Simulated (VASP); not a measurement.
# Pt: single point with LDA

Crystal: Pt.

```
CELL_PARAMETERS angstrom
-1.58217 1.58498 1.58466
1.60292 -1.57978 1.60020
1.56748 1.56509 -1.57945
ATOMIC_POSITIONS crystal
Pt 0.00000 0.00000 0.00000
```

```yaml
Program: VASP 6.6.1
Task: single point
Functional: LDA
Potentials_or_basis: VASP PAW LDA potentials, release 64 (Pt)
Cutoff: 520 eV
k_mesh: 9 × 8 × 9
Occupations: methfessel-paxton, width 0.05 eV
Spin: no spin polarisation
Dipole_correction: no
Further_INCAR_settings: ALGO = Normal; EDIFF = 1e-06; NBANDS = 11
```

```json
{
  "Pressure": "-15.4 GPa",
  "Band gap on the k mesh": "zero (band 5 reaches 10.82 eV, above the bottom of band 6 at 8.95 eV)"
}
```

Stress tensor (GPa, compression positive):
```
-15.82   1.62  -1.04
  1.62 -14.98  -0.50
 -1.04  -0.50 -15.38
```

Levels at points of the mesh, in eV from the Fermi level:
```
           k point  band 3  band 4  band 5  band 6  band 7  band 8
(0.00, 0.00, 0.00)   -3.42   -3.31   -0.96   -0.86   16.93   17.16
(0.00, 0.50, 0.00)   -1.12   -0.56    0.20    1.01    6.07   13.44
```

It took 26 s on 1 thread of Intel(R) Xeon(R) Platinum 8488C (Sapphire Rapids) (shared host), peak memory 0.17 GiB.

Caveat: spin-orbit coupling is left out, which moves the levels of the heavy elements.
